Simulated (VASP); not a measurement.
# Zr4Cl (I4/mmm) in VASP: notebook, part 2 of 2

VASP 6.6.1. The steps go on from the part before.

## Step 3: Single point, PBE

This run uses another cell than the first one, of 18.08 Å³/atom.

INCAR

```
SYSTEM = Zr4Cl
  PREC = Accurate
  ENCUT = 520
  EDIFF = 1E-6
  ISMEAR = 0
  SIGMA = 0.1
  LREAL = .FALSE.
  LASPH = .TRUE.
  NELM = 100
  ALGO = Fast
  ISIF = 2
  LWAVE = .FALSE.
  LCHARG = .FALSE.
  GGA = PE
  NBANDS = 36
```

KPOINTS

```
Automatic mesh
0
G
  6 6 6
  0 0 0
```

POSCAR

```
Zr4Cl
1.0
   -2.3103761900      2.3103761900      4.2327915700
    2.3103761900     -2.3103761900      4.2327915700
    2.3103761900      2.3103761900     -4.2327915700
Zr Cl
4 1
Direct
    0.7481527900      0.7481527900      0.0000000000
    0.5000000000      0.0000000000      0.5000000000
    0.0000000000      0.5000000000      0.5000000000
    0.2518472100      0.2518472100      0.0000000000
    0.0000000000      0.0000000000      0.0000000000
```

Potentials or basis: VASP PAW PBE potentials, release 64 (Zr_sv, Cl).

The run is started by

```console
$ cat potpaw_PBE.64/Zr_sv/POTCAR potpaw_PBE.64/Cl/POTCAR > POTCAR
$ mpirun -np 1 vasp_std > vasp.out
```

OUTCAR:

```text
SYSTEM = Zr4Cl
   PREC = Accurate
   ENCUT = 520
   EDIFF = 1E-6
   ISMEAR = 0
   LREAL = .FALSE.
   LASPH = .TRUE.
   NELM = 100
   ISIF = 2
   GGA = PE

 ion  position               nearest neighbor table
   1  0.748  0.748  0.000-   5 2.13   2 3.12   3 3.12   3 3.12   2 3.12   2 3.14   3 3.14   3 3.14
                             2 3.14   4 3.27   4 3.27   4 3.27   4 3.27
   2  0.500  0.000  0.500-   5 2.31   5 2.31   4 3.12   1 3.12   4 3.12   1 3.12   4 3.14   1 3.14
                             1 3.14   4 3.14   3 3.27   3 3.27   3 3.27   3 3.27
   3  0.000  0.500  0.500-   5 2.31   5 2.31   1 3.12   4 3.12   4 3.12   1 3.12   4 3.14   1 3.14
[... 1147 lines left out ...]
  Total       16.9208144     16.9208144     30.1613630      0.0000000     -0.0000000      0.0000000
  in kB      299.9712059    299.9712059    534.6988749      0.0000000     -0.0000000      0.0000000
  external PRESSURE =     378.2137622 kB  Pullay stress =       0.0000000 kB

 VOLUME and BASIS-vectors are now :
 -----------------------------------------------------------------------------
  energy-cutoff  :      520.00
  volume of cell :       90.38
      direct lattice vectors                 reciprocal lattice vectors
    -2.310376190  2.310376190  4.232791570     0.000000000  0.216414973  0.118125353
     2.310376190 -2.310376190  4.232791570     0.216414973  0.000000000  0.118125353
     2.310376190  2.310376190 -4.232791570     0.216414973  0.216414973  0.000000000

 POSITION                                       TOTAL-FORCE (eV/Angst)
 -----------------------------------------------------------------------------------
      0.00000      0.00000      6.33355         0.000000      0.000000     -5.908961
      0.00000      2.31038      0.00000        -0.000000     -0.000000     -0.000000
      2.31038      0.00000      0.00000        -0.000000     -0.000000     -0.000000
      0.00000      0.00000      2.13203        -0.000000     -0.000000      5.908961
      0.00000      0.00000      0.00000        -0.000000     -0.000000     -0.000000
 -----------------------------------------------------------------------------------
    total drift:                               -0.000000     -0.000000      0.000000

  FREE ENERGIE OF THE ION-ELECTRON SYSTEM (eV)
  ---------------------------------------------------
  free  energy   TOTEN  =       -34.1789157928 eV

  energy  without entropy=      -34.1513519648  energy(sigma->0) =      -34.16513388
```

stdout:

```text
POSCAR found type information on POSCAR ZrCl
 POSCAR found :  2 types and       5 ions
 scaLAPACK will be used
 LDA part: xc-table for (Slater+PW92), standard interpolation
 POSCAR, INCAR and KPOINTS ok, starting setup
 FFT: planning ... GRIDC
 FFT: planning ... GRID_SOFT
 FFT: planning ... GRID
 WAVECAR not read
 entering main loop
WARNING in EDDRMM: call to ZHEGV failed, returncode =   6  3     22
WARNING in EDDRMM: call to ZHEGV failed, returncode =   8  4     26
WARNING in EDDRMM: call to ZHEGV failed, returncode =   6  3     21
WARNING in EDDRMM: call to ZHEGV failed, returncode =   6  3     31
WARNING in EDDRMM: call to ZHEGV failed, returncode =   8  4     21
WARNING in EDDRMM: call to ZHEGV failed, returncode =   8  4      5
WARNING in EDDRMM: call to ZHEGV failed, returncode =   8  4     14
WARNING in EDDRMM: call to ZHEGV failed, returncode =   8  4      9
WARNING in EDDRMM: call to ZHEGV failed, returncode =   6  3     17
WARNING in EDDRMM: call to ZHEGV failed, returncode =   8  4      6
WARNING in EDDRMM: call to ZHEGV failed, returncode =   6  3      6
```

Run time: 5.1 min. Hardware: 1 thread of Oxide Virtual Turin-like, shared host; peak memory 0.24 GiB.

What came out:

* Free energy: -34.1789 eV
* Pressure: 37.8 GPa
* Largest force: 5.909 eV/Å
* Band gap on the k mesh: zero (an odd number of electrons rules out a gap without spin polarisation)

Forces in eV/Å, atoms in the order of the input:
```
Zr   0.000  0.000 -5.909
Zr   0.000  0.000  0.000
Zr   0.000  0.000  0.000
Zr   0.000  0.000  5.909
Cl   0.000  0.000  0.000
```

Caveat: the stress differs along the axes, from 30 to 53 GPa; forces of over 1 eV/Å act on the atoms, so gaps and moduli don't describe the material at rest.

## Step 4: Single point, PBE

INCAR

```
PREC = Accurate ; ENCUT = 520
EDIFF = 1E-7 ; ISMEAR = 0
SIGMA = 0.1 ; LREAL = False
LASPH = True ; NELM = 80
ALGO = Fast ; ISIF = 2
LWAVE = False ; LCHARG = False
GGA = PE ; NBANDS = 36
```

KPOINTS

```
Automatic mesh
0
Gamma
  10 10 10
```

POSCAR

```
Zr4Cl
1.0
   -2.5665214068      2.5665214068      4.1255647107
    2.5665214068     -2.5665214068      4.1255647107
    2.5665214068      2.5665214068     -4.1255647107
Zr Cl
4 1
Direct
    0.6996992559      0.6996992559      0.0000000000
    0.5000000000      0.0000000000      0.5000000000
    0.0000000000      0.5000000000      0.5000000000
    0.3003007441      0.3003007441      0.0000000000
    0.0000000000      0.0000000000      0.0000000000
```

The run is started by

```console
$ cat potpaw_PBE.64/Zr_sv/POTCAR potpaw_PBE.64/Cl/POTCAR > POTCAR
$ mpirun -np 1 vasp_std > vasp.out
```

Wall time 45 min (1 thread of Oxide Virtual Turin-like, shared host); peak memory 0.44 GiB.

It converged, with:

```yaml
Free_energy: -37.3018 eV
Pressure: 0.1 GPa
Largest_force: 0.028 eV/Å
Band_gap_on_the_k_mesh: zero (an odd number of electrons rules out a gap without spin polarisation)
```

Forces in eV/Å, atoms in the order of the input:
```
Zr   0.000  0.000 -0.028
Zr   0.000  0.000  0.000
Zr   0.000  0.000  0.000
Zr   0.000  0.000  0.028
Cl   0.000  0.000  0.000
```

Levels at points of the mesh, in eV from the Fermi level:
```tsv
k point	band 24	band 25	band 26	band 27	band 28	band 29	band 30	band 31	band 32	band 33
(0.00, 0.00, 0.00)	-1.20	-1.20	-0.60	0.32	0.58	0.58	0.61	0.61	1.51	2.35
(0.50, 0.00, 0.00)	-1.50	-1.09	-0.98	-0.46	-0.30	0.31	0.41	1.45	1.98	2.54
(0.50, 0.50, 0.00)	-1.51	-1.21	-0.41	-0.23	-0.18	0.48	0.85	1.42	2.08	2.30
(0.50, 0.50, 0.50)	-1.70	-1.45	-1.45	-0.04	0.94	0.94	0.94	1.01	1.31	1.31
```

## Step 5: Overview

```tsv
cell	k mesh	further INCAR settings	gap on the mesh (eV)	pressure (GPa)	largest force (eV/Å)
a = 5.496 Å, angles 124.4, 124.4, 82.6°, 5 atoms, atomic positions A	6 × 6 × 6	ALGO = Fast; EDIFF = 1e-06; NBANDS = 36	none	0.2	0.03
a = 5.347 Å, angles 128.8, 128.8, 75.3°, 5 atoms, atomic positions B	6 × 6 × 6	ALGO = Fast; EDIFF = 1e-06; NBANDS = 36	none	37.8	5.91
a = 5.495 Å, angles 124.3, 124.3, 82.7°, 5 atoms, atomic positions C	10 × 10 × 10	ALGO = Fast; EDIFF = 1e-07; NBANDS = 36	none	0.1	0.03
```

Alike in all rows: task single point; level PBE; potentials or basis VASP PAW PBE potentials, release 64 (Zr_sv, Cl); no spin polarisation; cutoff (eV) 520; smearing gaussian 0.1 eV.

Caveats: the stress differs along the axes, from 30 to 53 GPa (at least some runs); forces of over 1 eV/Å act on the atoms, so gaps and moduli don't describe the material at rest (at least some runs).

Absolute energies hang on the potentials; compare differences alone.
